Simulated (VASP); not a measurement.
# CoO in VASP: relaxation of the atoms with PBE

Aim: the relaxation of the atoms of CoO with PBE.

Everything below comes from runs of VASP 6.6.1. Logs are shortened: lines on timing, memory, paths and dates and some standing lists are left out, and cuts for length are marked.

## (1) The cell of the first run

The cell holds a slab with vacuum, 8 atoms: a = 3.205 Å, b = 3.205 Å, c = 25.306 Å, α = 90.00°, β = 90.00°, γ = 120.00°.

## (2) Relaxation of the atoms, PBE, collinear spin, antiferromagnetic start

Input file INCAR:

```
  PREC = Accurate
  ENCUT = 520
  EDIFF = 1E-6
  ISMEAR = 0
  SIGMA = 0.05
  LREAL = False
  LASPH = True
  NELM = 150
  ALGO = Normal
  ISIF = 2
  LWAVE = False
  LCHARG = False
  ISPIN = 2
  MAGMOM = 2.25 -2.25 2.25 -2.25 0.15 -0.15 0.15 -0.15
  LORBIT = 11
  LMAXMIX = 4
  LDIPOL = True
  IDIPOL = 3
  DIPOL = 0.5 0.5 0.500
  GGA = PE
  IBRION = 2
  NSW = 90
  EDIFFG = -0.03
  KPAR = 4
```

Input file KPOINTS:

```
regular mesh
0
Gamma
  9 9 1
```

Input file POSCAR:

```
CoO
1.0
    3.2047189864      0.0000000000      0.0000000000
   -1.6023594932      2.7753680542      0.0000000000
    0.0000000000      0.0000000000     25.3055851117
Co O
4 4
Selective dynamics
Direct
    0.3333333333      0.6666666667      0.3358942290  F F F
    0.6666666667      0.3333333333      0.4366250338  F F F
    0.0000000000      0.0000000000      0.5373558158  T T T
    0.3333333333      0.6666666667      0.6380866207  T T T
    0.6666666667      0.3333333333      0.3619135981  F F F
    0.0000000000      0.0000000000      0.4626441842  F F F
    0.3333333333      0.6666666667      0.5633751850  T T T
    0.6666666667      0.3333333333      0.6641057710  T T T
```

Potentials or basis: VASP PAW PBE potentials, release 64 (Co, O).

Launch:

```sh
cat potpaw_PBE.64/Co/POTCAR potpaw_PBE.64/O/POTCAR > POTCAR
mpirun -np 4 vasp_std > vasp.out
```

OUTCAR:

```text
PREC = Accurate
   ENCUT = 520
   EDIFF = 1E-6
   ISMEAR = 0
   LREAL = False
   LASPH = True
   NELM = 150
   ISIF = 2
   ISPIN = 2
   LORBIT = 11
   GGA = PE
   IBRION = 2
   NSW = 90
   EDIFFG = -0.03

 ion  position               nearest neighbor table
   1  0.333  0.667  0.336-   5 1.96   5 1.96   5 1.96
   2  0.667  0.333  0.437-   5 1.89   6 1.96   6 1.96   6 1.96
   3  0.000  0.000  0.537-   6 1.89   7 1.96   7 1.96   7 1.96
   4  0.333  0.667  0.638-   7 1.89   8 1.96   8 1.96   8 1.96
   5  0.667  0.333  0.362-   2 1.89   1 1.96   1 1.96   1 1.96
   6  0.000  0.000  0.463-   3 1.89   2 1.96   2 1.96   2 1.96
   7  0.333  0.667  0.563-   4 1.89   3 1.96   3 1.96   3 1.96
   8  0.667  0.333  0.664-   4 1.96   4 1.96   4 1.96

  LATTYP: Found a hexagonal cell.
 ALAT       =     3.2047189864
 C/A-ratio  =     7.8963507312

  Lattice vectors:

 A1 = (   3.2047189864,   0.0000000000,   0.0000000000)
 A2 = (  -1.6023594932,   2.7753680542,   0.0000000000)
 A3 = (   0.0000000000,   0.0000000000,  25.3055851117)

Analysis of symmetry for initial positions (statically):
=====================================================================
 Subroutine PRICEL returns:
 Original cell was already a primitive cell.

 Routine SETGRP: Setting up the symmetry group for a
 hexagonal supercell.

 Subroutine GETGRP returns: Found  6 space group operations
 (whereof  6 operations were pure point group operations)
 out of a pool of 24 trial point group operations.

The static configuration has the point symmetry C_3v.

Analysis of symmetry for dynamics (positions and initial velocities):
=====================================================================
 Subroutine PRICEL returns:
 Original cell was already a primitive cell.

 Routine SETGRP: Setting up the symmetry group for a
 hexagonal supercell.

 Subroutine GETGRP returns: Found  6 space group operations
 (whereof  6 operations were pure point group operations)
 out of a pool of 24 trial point group operations.

The dynamic configuration has the point symmetry C_3v.

Analysis of constrained symmetry for selective dynamics:
=====================================================================
 Subroutine PRICEL returns:
 Original cell was already a primitive cell.

 Routine SETGRP: Setting up the symmetry group for a
 hexagonal supercell.

 Subroutine GETGRP returns: Found  6 space group operations
 (whereof  6 operations were pure point group operations)
 out of a pool of 24 trial point group operations.

The constrained configuration has the point symmetry C_3v.

Analysis of structural, dynamic, and magnetic symmetry:
=====================================================================
 Subroutine PRICEL returns:
 Original cell was already a primitive cell.

 Routine SETGRP: Setting up the symmetry group for a
 hexagonal supercell.

 Subroutine GETGRP returns: Found  6 space group operations
 (whereof  6 operations were pure point group operations)
 out of a pool of 24 trial point group operations.

The overall configuration has the point symmetry C_3v.

 Subroutine INISYM returns: Found  6 space group operations
 (whereof  6 operations are pure point group operations),
 and found     1 'primitive' translations

----------------------------------------------------------------------------------------

                                     Primitive cell

  volume of cell :     225.0748

  direct lattice vectors                    reciprocal lattice vectors
     3.204718986  0.000000000  0.000000000     0.312039840  0.180156286  0.000000000
    -1.602359493  2.775368054  0.000000000     0.000000000  0.360312571  0.000000000
     0.000000000  0.000000000 25.305585112     0.000000000  0.000000000  0.039516968

  length of vectors
     3.204718986  3.204718986 25.305585112     0.360312571  0.360312571  0.039516968

[... 97 lines left out ...]
   IMIX   =      4    mixing-type and parameters
     AMIX     =   0.40;   BMIX     =  1.00
     AMIX_MAG =   1.60;   BMIX_MAG =  1.00
  volume/ion in A,a.u.               =      28.13       189.86
  Fermi-wavevector in a.u.,A,eV,Ry     =   1.053617  1.991048 15.103959  1.110110
  Thomas-Fermi vector in A             =   2.188746
   LORBIT       =     11    0 simple, 1 ext, 2 COOP (PROOUT), +10 PAW based schemes
   GGA     = PE    functional components
   LHFCALC =     F    Hartree Fock is set to
   AEXX    =    0.0000 exact exchange contribution
   IVDW    =     0    specifies the selected vdW correction
   LEPSILON=     F    determine dielectric tensor
   LRPA    =     F    only Hartree local field effects (RPA)
 conjugate gradient relaxation of ions
 spin polarized calculation
 Gauss-broadening in eV      SIGMA  =   0.05
  energy-cutoff  :      520.00
  volume of cell :      225.07
 maximum number of plane-waves:      6099
 NGX is ok and might be reduce to    24
   NGX = 11   NGY = 11   NGZ = 95

--------------------------------------- Ionic step        1  -------------------------------------------

 number of electron      60.0000012 magnetization       0.0484323

 number of electron      60.0000013 magnetization      -0.8090161

 Free energy of the ion-electron system (eV)
  ---------------------------------------------------
  ext. energy  EPLUGINS =         0.00000000
  ---------------------------------------------------
  free energy    TOTEN  =       -52.30365059 eV

  energy without entropy =      -52.29528480  energy(sigma->0) =      -52.29946770

------------------------ aborting loop because EDIFF is reached ----------------------------------------

  FORCE on cell =-STRESS in cart. coord.  units (eV):
  Direction    XX          YY          ZZ          XY          YZ          ZX
  --------------------------------------------------------------------------------------
  -------------------------------------------------------------------------------------
  Total       -3.6181126     -3.6181126     -0.7813990     -0.0000000      0.0000000     -0.0000000
  in kB      -25.7552480    -25.7552480     -5.5623271     -0.0000000      0.0000000     -0.0000000
  external PRESSURE =     -19.0242744 kB  Pullay stress =       0.0000000 kB
[... 23 lines left out ...]
  FREE ENERGIE OF THE ION-ELECTRON SYSTEM (eV)
  ---------------------------------------------------
  free  energy   TOTEN  =       -52.3036505921 eV

  energy  without entropy=      -52.2952848046  energy(sigma->0) =      -52.29946770

 dipolmoment           0.000000      0.000000     -0.082297 electrons x Angstroem

--------------------------------------- Ionic step        2  -------------------------------------------

 number of electron      60.0000011 magnetization      -0.7341172

------------------------ aborting loop because EDIFF is reached ----------------------------------------
[... 73 lines left out ...]
  FREE ENERGIE OF THE ION-ELECTRON SYSTEM (eV)
  ---------------------------------------------------
  free  energy   TOTEN  =       -52.4279522914 eV

  energy  without entropy=      -52.4182578519  energy(sigma->0) =      -52.42310507

[... ionic steps 4 to 12 ...]

--------------------------------------- Ionic step       13  -------------------------------------------

 number of electron      60.0000016 magnetization      -0.5130549

------------------------ aborting loop because EDIFF is reached ----------------------------------------
[... 79 lines left out ...]
--------------------------------------- Ionic step       15  -------------------------------------------

 number of electron      60.0000017 magnetization      -0.5064544

 dipolmoment           0.000000      0.000000      0.069277 electrons x Angstroem

 Free energy of the ion-electron system (eV)
  ---------------------------------------------------
  ext. energy  EPLUGINS =         0.00000000
  ---------------------------------------------------
  free energy    TOTEN  =       -52.44367305 eV

  energy without entropy =      -52.43307406  energy(sigma->0) =      -52.43837356

 E-fermi :  -0.3085     XC(G=0):  -5.1115

 val. band max:       -0.3170804431   @ k =   0.3333   0.1111   0.0000
 cond. band min:      -0.3074302535   @ k =   0.2222   0.2222   0.0000
 fundamental gap:      0.0096501896
 Fermi energy:        -0.3085293992

 spin component 1

 k-point     1 :       0.0000    0.0000    0.0000
  band No.  band energies     occupation
      1     -20.2890      1.00000
      2     -19.9013      1.00000
      3     -19.5838      1.00000
      4     -18.6982      1.00000
      5      -7.1873      1.00000
      6      -6.6452      1.00000
[... 457 lines left out ...]
     35       0.5771      0.00000
     36       0.7979      0.00000
 Fermi energy:        -0.3085293992

 spin component 2

 k-point     1 :       0.0000    0.0000    0.0000
  band No.  band energies     occupation
      1     -20.2644      1.00000
      2     -19.8949      1.00000
      3     -19.5578      1.00000
      4     -19.1136      1.00000
      5      -7.1376      1.00000
      6      -6.8860      1.00000
[... 457 lines left out ...]
     35       0.6936      0.00000
     36       0.7006      0.00000

------------------------ aborting loop because EDIFF is reached ----------------------------------------

 vacuum level on the upper side and lower side of the slab       (xc-potential included)         0.665        -0.719

  FORCE on cell =-STRESS in cart. coord.  units (eV):
  Direction    XX          YY          ZZ          XY          YZ          ZX
  --------------------------------------------------------------------------------------
  -------------------------------------------------------------------------------------
  Total       -2.9740105     -2.9740105     -0.5368267      0.0000000      0.0000000      0.0000000
  in kB      -21.1702586    -21.1702586     -3.8213583      0.0000000      0.0000000      0.0000000
  external PRESSURE =     -15.3872919 kB  Pullay stress =       0.0000000 kB
[... 23 lines left out ...]
  FREE ENERGIE OF THE ION-ELECTRON SYSTEM (eV)
  ---------------------------------------------------
  free  energy   TOTEN  =       -52.4436730549 eV

  energy  without entropy=      -52.4330740593  energy(sigma->0) =      -52.43837356

 reached required accuracy - stopping structural energy minimisation

 vacuum level on the upper side and lower side of the slab         5.248         3.841

 total charge

# of ion       s       p       d       tot
------------------------------------------
    1        0.314   0.335   7.247   7.897
    2        0.351   0.452   7.216   8.020
    3        0.352   0.446   7.198   7.997
    4        0.375   0.489   7.148   8.012
    5        1.555   3.429   0.000   4.984
    6        1.553   3.440   0.000   4.993
    7        1.557   3.418   0.000   4.975
    8        1.559   3.405   0.000   4.964
--------------------------------------------------
tot          7.618  15.414  28.810  51.842

 magnetization (x)

# of ion       s       p       d       tot
------------------------------------------
    1        0.004   0.023   2.111   2.138
    2       -0.012  -0.048  -2.179  -2.239
    3        0.008   0.044   2.154   2.206
    4       -0.019  -0.048  -2.225  -2.291
    5        0.004   0.123   0.000   0.127
    6       -0.011  -0.141   0.000  -0.152
    7        0.006   0.117   0.000   0.123
    8       -0.014  -0.276   0.000  -0.290
--------------------------------------------------
tot         -0.033  -0.206  -0.140  -0.379
```

Wall time 28 min (4 MPI ranks of Intel Xeon Platinum 8488C (Sapphire Rapids), shared host); peak memory 0.51 GiB.

Results:

| Item | Value |
| --- | --- |
| Free energy | -52.4437 eV |
| Energy gained by relaxing | 17.5 meV/atom |
| Ionic steps | 15 |
| Net moment | -0.51 μB per cell |
| Site moments | Co +2.14, -2.24, +2.21, -2.29; O +0.13, -0.15, +0.12, -0.29 μB |
| Valence electrons inside the program's atomic spheres | Co 7.90, 8.02, 8.00, 8.01; O 4.98, 4.99, 4.97, 4.96 |

Step by step:
```
step  energy change (eV)  largest force on free atoms (eV/Å)  pressure (GPa)
   1              0.0000                              1.5504           -1.90
   2             -0.1174                              0.4515           -1.70
   3             -0.1243                              0.3470           -1.66
   4             -0.1249                              0.3662           -1.65
   5             -0.1251                              0.3783           -1.64
   6             -0.1343                              0.1802           -1.61
   7             -0.1381                              0.0944           -1.59
   8             -0.1381                              0.0799           -1.60
   9             -0.1391                              0.0638           -1.59
  10             -0.1394                              0.0517           -1.58
  11             -0.1393                              0.1246           -1.56
  12             -0.1395                              0.0708           -1.57
  13             -0.1399                              0.0369           -1.56
  14             -0.1400                              0.0316           -1.55
  15             -0.1400                              0.0225           -1.54
```

Final structure:
```
Co O
1.0
     3.20472    0.00000    0.00000
    -1.60236    2.77537    0.00000
     0.00000    0.00000   25.30559
Co O
4 4
Direct
  0.33333 0.66667 0.33589
  0.66667 0.33333 0.43662
  0.00000 0.00000 0.53784
  0.33333 0.66667 0.64240
  0.66667 0.33333 0.36191
  0.00000 0.00000 0.46264
  0.33333 0.66667 0.56414
  0.66667 0.33333 0.65802
```

Caveat: semilocal functionals often make such compounds metallic where correlation or magnetic order opens a gap, which also shifts bond lengths.
